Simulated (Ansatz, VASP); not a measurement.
# Two plane-wave programs on Si

```
CELL_PARAMETERS angstrom
3.16866 -1.96041 0.94904
-3.16498 -1.96107 -0.96228
2.66500 1.91577 -12.11952
ATOMIC_POSITIONS crystal
Si 0.05783 0.03896 0.59077
Si 0.07019 0.53669 0.09525
Si 0.42982 0.70383 0.65890
Si 0.42401 0.22043 0.15757
Si 0.92289 0.44872 0.90948
Si 0.95782 0.97412 0.40277
Si 0.58131 0.80165 0.84318
Si 0.55613 0.27559 0.34209
```

Change from the starting cell: cell x2, atoms moved at random (sigma 0.05 Å) and cell strained at random (1.5 %), then relaxed without symmetry.

Alike in both runs: task relaxation of cell and atoms; functional PBE; k mesh 4 × 4 × 4; occupations gaussian, width 0.1 eV; no spin polarisation.

|  | VASP | Ansatz |
| --- | --- | --- |
| version | VASP 6.6.1 | Ansatz 0.2.0 |
| potentials or method | VASP PAW PBE potentials, release 64 (Si), cutoff 600 eV | scalar-relativistic, plane waves, PAW |
| valence electrons in the cell | 32 | 32 |

|  | VASP | Ansatz | Ansatz less VASP |
| --- | --- | --- | --- |
| gap on the k mesh at the Fermi level, each at its own relaxed structure (eV) | 0.62 | 0.62 | -0.001 |
| relaxed volume (Å³/atom) | 20.50 | 20.52 | +0.017 |
| relaxed length of the cell vector where the two differ most in proportion (Å) | 3.883 | 3.885 | +0.0018 |

The k mesh is coarse, so the values compare programs but aren't converged.
